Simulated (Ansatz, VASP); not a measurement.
## Ir: VASP beside Ansatz

```
Ir
1.0
     2.73697    0.00000    0.00000
    -1.36849    2.37029    0.00000
     0.00000    0.00000   26.17364
Ir
6
Cartesian
  1.3685 0.7901 7.5536
  0.0000 1.5802 9.7406
  0.0000 0.0000 11.9639
  1.3685 0.7901 14.2097
  0.0000 1.5802 16.4330
  0.0000 0.0000 18.6201
```

Alike in both runs: functional PBE; k mesh 15 × 15 × 1; occupations gaussian, width 0.1 eV; no spin polarisation.

Ansatz relaxed the structure, and its values are those at the end. VASP's run is a single point on that final structure, the one shown.

|  | VASP | Ansatz |
| --- | --- | --- |
| version | VASP 6.6.1 | Ansatz 0.2.0 |
| potentials or method | VASP PAW PBE potentials, release 64 (Ir), cutoff 400 eV | scalar-relativistic, plane waves, PAW |
| valence electrons in the cell | 54 | 102 |

Ansatz gave:

| Item | Value |
| --- | --- |
| gap on the k mesh at the Fermi level (eV) | none |
| rms of the force components (eV/Å) | 0.002 |
| work function, face that differs most (eV) | 5.48 |

**Question.** What did VASP give for the same quantities?

**Answer.** gap on the k mesh at the Fermi level (eV): none; rms of the force components (eV/Å): 0.011; work function, face that differs most (eV): 5.48.

A gap of «none» marks a metal or a gap that the smearing closes. With one functional, cell and mesh, what is left measures potentials, basis and numerics. VASP's potentials hold 54 valence electrons a cell and Ansatz's 102, so a difference there can come from the potentials and not from the codes.

Spin-orbit coupling is off throughout.
